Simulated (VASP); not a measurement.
# Au (Fm-3m) in VASP: a series of runs

The runs below take Au through single point, with RPBE, revPBE.

Program: VASP 6.6.1. These are calculated values, not measurements. Logs are shortened: lines on timing, memory, paths and dates and some standing lists are left out, and cuts for length are marked.

**1. The cell of the first run**

The structure is cubic, space group Fm-3m (No. 225). Conventional cell: a = 4.070 Å, b = 4.070 Å, c = 4.070 Å, α = 90.00°, β = 90.00°, γ = 90.00°. Within 3.8 Å of Au (site symmetry m-3m) lie 12 Au at 2.88 Å.

**2. Single point, RPBE**

File INCAR:

```
SYSTEM = Au
  PREC = Accurate
  ENCUT = 520
  EDIFF = 1E-6
  ISMEAR = -1
  SIGMA = 0.05
  LREAL = .False.
  LASPH = .True.
  NELM = 80
  ALGO = Fast
  ISIF = 2
  LWAVE = .False.
  LCHARG = .False.
  GGA = RP
  NBANDS = 12
```

File KPOINTS:

```
Automatic mesh
0
Gamma
  6 6 6
  0 0 0
```

File POSCAR:

```
Au
1.0
    0.0000000000      2.0350000000      2.0350000000
    2.0350000000      0.0000000000      2.0350000000
    2.0350000000      2.0350000000      0.0000000000
Au
1
Direct
    0.0000000000      0.0000000000      0.0000000000
```

Potentials or basis: VASP PAW PBE potentials, release 64 (Au).

Run with:

```
$ cat potpaw_PBE.64/Au/POTCAR > POTCAR
$ mpirun -np 1 vasp_std > vasp.out
```

OUTCAR:

```text
SYSTEM = Au
   PREC = Accurate
   ENCUT = 520
   EDIFF = 1E-6
   ISMEAR = -1
   LREAL = .False.
   LASPH = .True.
   NELM = 80
   ISIF = 2
   GGA = RP

 ion  position               nearest neighbor table
   1  0.000  0.000  0.000-

  LATTYP: Found a face centered cubic cell.
 ALAT       =     4.0700000000

  Lattice vectors:

 A1 = (   0.0000000000,   2.0350000000,   2.0350000000)
 A2 = (   2.0350000000,   0.0000000000,   2.0350000000)
 A3 = (   2.0350000000,   2.0350000000,   0.0000000000)

Analysis of symmetry for initial positions (statically):
=====================================================================
 Subroutine PRICEL returns:
 Original cell was already a primitive cell.

 Routine SETGRP: Setting up the symmetry group for a
 face centered cubic supercell.

 Subroutine GETGRP returns: Found 48 space group operations
[... 9 lines left out ...]

 Routine SETGRP: Setting up the symmetry group for a
 face centered cubic supercell.

 Subroutine GETGRP returns: Found 48 space group operations
[... 11 lines left out ...]
                                     Primitive cell

  volume of cell :      16.8548

  direct lattice vectors                    reciprocal lattice vectors
     0.000000000  2.035000000  2.035000000    -0.245700246  0.245700246  0.245700246
     2.035000000  0.000000000  2.035000000     0.245700246 -0.245700246  0.245700246
     2.035000000  2.035000000  0.000000000     0.245700246  0.245700246 -0.245700246

  length of vectors
     2.877924599  2.877924599  2.877924599     0.425565309  0.425565309  0.425565309

  position of ions in fractional coordinates (direct lattice)
     0.000000000  0.000000000  0.000000000

  ion indices of the primitive-cell ions
   primitive index   ion index
                 1           1

----------------------------------------------------------------------------------------

 KPOINTS: Automatic mesh

Automatic generation of k-mesh.
 Grid dimensions read from file:
 generate k-points for:    6    6    6

 Generating k-lattice:

  Cartesian coordinates                     Fractional coordinates (reciprocal lattice)
    -0.040950041  0.040950041  0.040950041     0.166666667  0.000000000  0.000000000
     0.040950041 -0.040950041  0.040950041     0.000000000  0.166666667  0.000000000
     0.040950041  0.040950041 -0.040950041     0.000000000  0.000000000  0.166666667

  Length of vectors
     0.070927551  0.070927551  0.070927551

  Shift w.r.t. Gamma in fractional coordinates (k-lattice)
     0.000000000  0.000000000  0.000000000

 Subroutine IBZKPT returns following result:
 ===========================================

 Found     16 irreducible k-points:

 Following reciprocal coordinates:
            Coordinates               Weight
  0.000000  0.000000  0.000000      1.000000
  0.166667  0.000000  0.000000      8.000000
  0.333333  0.000000  0.000000      8.000000
  0.500000  0.000000  0.000000      4.000000
  0.166667  0.166667  0.000000      6.000000
  0.333333  0.166667  0.000000     24.000000
[... 8 lines left out ...]
 -0.333333  0.333333  0.166667     24.000000
 -0.333333  0.500000  0.166667     12.000000
   k-points           NKPTS =     16   k-points in BZ     NKDIM =     16   number of bands    NBANDS=     12
   number of dos      NEDOS =    301   number of ions     NIONS =      1
   total plane-waves  NPLWV =  13824
   dimension x,y,z NGX =    24 NGY =   24 NGZ =   24
   dimension x,y,z NGXF=    48 NGYF=   48 NGZF=   48
   ions per type =               1
   NGX,Y,Z   is equivalent  to a cutoff of  13.86, 13.86, 13.86 a.u.
   NGXF,Y,Z  is equivalent  to a cutoff of  27.73, 27.73, 27.73 a.u.
 SYSTEM =  Au
   PREC   = accura    normal or accurate (medium, high low for compatibility)
   ISTART =      0    job   : 0-new  1-cont  2-samecut
   ICHARG =      2    charge: 1-file 2-atom 10-const
   ISPIN  =      1    spin polarized calculation?
   LNONCOLLINEAR =      F non collinear calculations
   LSORBIT =      F    spin-orbit coupling
   LASPH  =      T    aspherical Exc in radial PAW
   ENCUT  =  520.0 eV  38.22 Ry    6.18 a.u.   5.35  5.35  5.35*2*pi/ulx,y,z
   NELM   =     80;   NELMIN=  2; NELMDL= -5     # of ELM steps
   EDIFF  = 0.1E-05   stopping-criterion for ELM
   LREAL  =      F    real-space projection
   EDIFFG = 0.1E-04   stopping-criterion for IOM
   NSW    =      0    number of steps for IOM
   IBRION =     -1    ionic relax: 0-MD 1-quasi-New 2-CG
   NFREE  =      0    steps in history (QN), initial steepest desc. (CG)
   ISIF   =      2    stress and relaxation
   ISYM   =      2    0-nonsym 1-usesym 2-fastsym
   POTIM  = 0.5000    time-step for ionic-motion
   TEBEG  =    0.0;   TEEND  =   0.0 temperature during run
   PSTRESS=    0.0 pullay stress
   NELECT =      11.0000    total number of electrons
   NUPDOWN=      -1.0000    fix difference up-down
   EMIN   =  10.00;   EMAX   =-10.00  energy-range for DOS
   EFERMI =   0.00;   METHOD = LEGACY
   ISMEAR =    -1;   SIGMA  =   0.05  broadening in eV -4-tet -1-fermi 0-gaus
   EFERMI_NEDOS =   21; number of points for ismear=-14 and -15
   IALGO  =     68    algorithm
   IMIX   =      4    mixing-type and parameters
     AMIX     =   0.40;   BMIX     =  1.00
     AMIX_MAG =   1.60;   BMIX_MAG =  1.00
  volume/ion in A,a.u.               =      16.85       113.74
  Fermi-wavevector in a.u.,A,eV,Ry     =   1.420032  2.683470 27.436005  2.016489
  Thomas-Fermi vector in A             =   2.540990
   LORBIT       =      0    0 simple, 1 ext, 2 COOP (PROOUT), +10 PAW based schemes
   GGA     = RP    functional components
   LHFCALC =     F    Hartree Fock is set to
   AEXX    =    0.0000 exact exchange contribution
   IVDW    =     0    specifies the selected vdW correction
   LEPSILON=     F    determine dielectric tensor
   LRPA    =     F    only Hartree local field effects (RPA)
 non-spin polarized calculation
 RMM-DIIS sequential band-by-band and
  energy-cutoff  :      520.00
  volume of cell :       16.85
 maximum number of plane-waves:       464
 NGX is ok and might be reduce to    24
   NGX = 11   NGY = 11   NGZ = 11

 number of electron      10.9999999 magnetization

 Free energy of the ion-electron system (eV)
  ---------------------------------------------------
  ext. energy  EPLUGINS =         0.00000000
  ---------------------------------------------------
  free energy    TOTEN  =        -2.49861588 eV

  energy without entropy =       -2.49090286  energy(sigma->0) =       -2.49475937

 E-fermi :   9.7119     XC(G=0): -12.6983

 val. band max:        9.6851419198   @ k =   0.5000   0.3333   0.1667
 cond. band min:      10.4449923926   @ k =   0.5000   0.1667   0.0000
 fundamental gap:      0.7598504728
 Fermi energy:         9.7119235890

 k-point     1 :       0.0000    0.0000    0.0000
  band No.  band energies     occupation
      1      -0.1737      2.00000
      2       5.0102      2.00000
      3       5.0102      2.00000
      4       5.0102      2.00000
      5       6.5478      2.00000
      6       6.5478      2.00000
      7      24.2551      0.00000
      8      28.3466      0.00000
      9      28.3466      0.00000
     10      28.3466      0.00000
     11      33.2596      0.00000
     12      38.0449      0.00000

 k-point     2 :       0.1667    0.0000    0.0000
  band No.  band energies     occupation
      1       0.7493      2.00000
      2       4.7867      2.00000
      3       5.2582      2.00000
      4       5.2582      2.00000
      5       6.4940      2.00000
      6       6.4940      2.00000
      7      24.0536      0.00000
      8      25.3816      0.00000
      9      29.3996      0.00000
     10      29.3996      0.00000
     11      32.2772      0.00000
     12      34.5189      0.00000

 k-point     3 :       0.3333    0.0000    0.0000
  band No.  band energies     occupation
      1       2.2229      2.00000
      2       5.1623      2.00000
      3       5.1623      2.00000
      4       5.7652      2.00000
      5       7.1688      2.00000
      6       7.1688      2.00000
      7      17.7346      0.00000
      8      24.6176      0.00000
      9      28.7607      0.00000
     10      28.7607      0.00000
     11      33.1430      0.00000
     12      33.3602      0.00000

 k-point     4 :       0.5000    0.0000    0.0000
  band No.  band energies     occupation
      1       2.3620      2.00000
      2       4.9699      2.00000
      3       4.9699      2.00000
      4       7.7692      2.00000
      5       7.7692      2.00000
      6       8.7836      2.00000
      7      12.9179      0.00000
      8      23.7139      0.00000
      9      27.0125      0.00000
     10      27.0125      0.00000
     11      34.8629      0.00000
     12      34.8629      0.00000

 k-point     5 :       0.1667    0.1667    0.0000
  band No.  band energies     occupation
      1       1.0692      2.00000
      2       4.4083      2.00000
      3       5.5880      2.00000
      4       5.5880      2.00000
      5       5.9423      2.00000
      6       6.8218      2.00000
      7      25.7289      0.00000
      8      26.3346      0.00000
      9      26.9648      0.00000
     10      26.9648      0.00000
     11      31.8922      0.00000
     12      34.6292      0.00000
[... 108 lines left out ...]
      1       2.5998      2.00000
      2       2.9172      2.00000
      3       7.7223      2.00000
      4       8.0981      2.00000
      5       8.0981      2.00000
      6      10.7868      0.00000
      7      15.6636      0.00000
      8      19.8411      0.00000
      9      19.8411      0.00000
     10      27.0936      0.00000
     11      29.7176      0.00000
     12      37.2891      0.00000

 k-point    14 :       0.5000    0.3333    0.1667
  band No.  band energies     occupation
      1       3.7105      2.00000
      2       3.9373      2.00000
      3       4.6977      2.00000
      4       6.7071      2.00000
      5       7.0534      2.00000
      6       9.6851      1.26159
      7      18.4070      0.00000
      8      20.1484      0.00000
      9      23.3117      0.00000
     10      30.0801      0.00000
     11      30.3815      0.00000
     12      35.4430      0.00000

 k-point    15 :      -0.3333    0.3333    0.1667
  band No.  band energies     occupation
      1       3.9270      2.00000
      2       4.0153      2.00000
      3       4.9413      2.00000
      4       6.2883      2.00000
      5       7.6777      2.00000
      6      13.1672      0.00000
      7      13.9391      0.00000
      8      19.6734      0.00000
      9      21.5251      0.00000
     10      29.1281      0.00000
     11      33.1001      0.00000
     12      37.8082      0.00000

 k-point    16 :      -0.3333    0.5000    0.1667
  band No.  band energies     occupation
      1       3.3476      2.00000
      2       3.6437      2.00000
      3       5.7407      2.00000
      4       6.8220      2.00000
      5       8.0997      2.00000
      6      13.9979      0.00000
      7      14.8174      0.00000
      8      18.0321      0.00000
      9      19.3690      0.00000
     10      30.8761      0.00000
     11      31.4926      0.00000
     12      34.6938      0.00000

------------------------ aborting loop because EDIFF is reached ----------------------------------------

  FORCE on cell =-STRESS in cart. coord.  units (eV):
  Direction    XX          YY          ZZ          XY          YZ          ZX
  --------------------------------------------------------------------------------------
  -------------------------------------------------------------------------------------
  Total        1.6856536      1.6856536      1.6856536      0.0000000      0.0000000      0.0000000
  in kB      160.2343743    160.2343743    160.2343743      0.0000000      0.0000000      0.0000000
  external PRESSURE =     160.2343743 kB  Pullay stress =       0.0000000 kB

 VOLUME and BASIS-vectors are now :
 -----------------------------------------------------------------------------
  energy-cutoff  :      520.00
  volume of cell :       16.85
      direct lattice vectors                 reciprocal lattice vectors
     0.000000000  2.035000000  2.035000000    -0.245700246  0.245700246  0.245700246
     2.035000000  0.000000000  2.035000000     0.245700246 -0.245700246  0.245700246
     2.035000000  2.035000000  0.000000000     0.245700246  0.245700246 -0.245700246

 POSITION                                       TOTAL-FORCE (eV/Angst)
 -----------------------------------------------------------------------------------
      0.00000      0.00000      0.00000         0.000000     -0.000000      0.000000
 -----------------------------------------------------------------------------------
    total drift:                               -0.000000      0.000000     -0.000000

  FREE ENERGIE OF THE ION-ELECTRON SYSTEM (eV)
  ---------------------------------------------------
  free  energy   TOTEN  =        -2.4986158772 eV

  energy  without entropy=       -2.4909028569  energy(sigma->0) =       -2.49475937
```

It took 4.8 s on 1 thread of Intel Xeon Platinum 8488C (Sapphire Rapids), shared host; peak memory 0.14 GiB.

Results:

- Free energy: -2.4986 eV
- Pressure: 16.0 GPa

Levels at points of the mesh, in eV from the Fermi level:
```csv
k point,band 2,band 3,band 4,band 5,band 6,band 7,band 8,band 9,band 10,band 11
"(0.00, 0.00, 0.00)",-4.70,-4.70,-4.70,-3.16,-3.16,14.54,18.63,18.63,18.63,23.55
"(0.50, 0.00, 0.00)",-4.74,-4.74,-1.94,-1.94,-0.93,3.21,14.00,17.30,17.30,25.15
"(0.50, 0.50, 0.00)",-6.79,-1.99,-1.61,-1.61,1.07,5.95,10.13,10.13,17.38,20.01
```

Caveat: the k points lie up to 0.45 Å⁻¹ apart; the PAW data sets were made with another functional, which shifts forces and pressure a little; spin-orbit coupling is left out, which moves the levels of the heavy elements.

(Continued in part 2 of 2.)
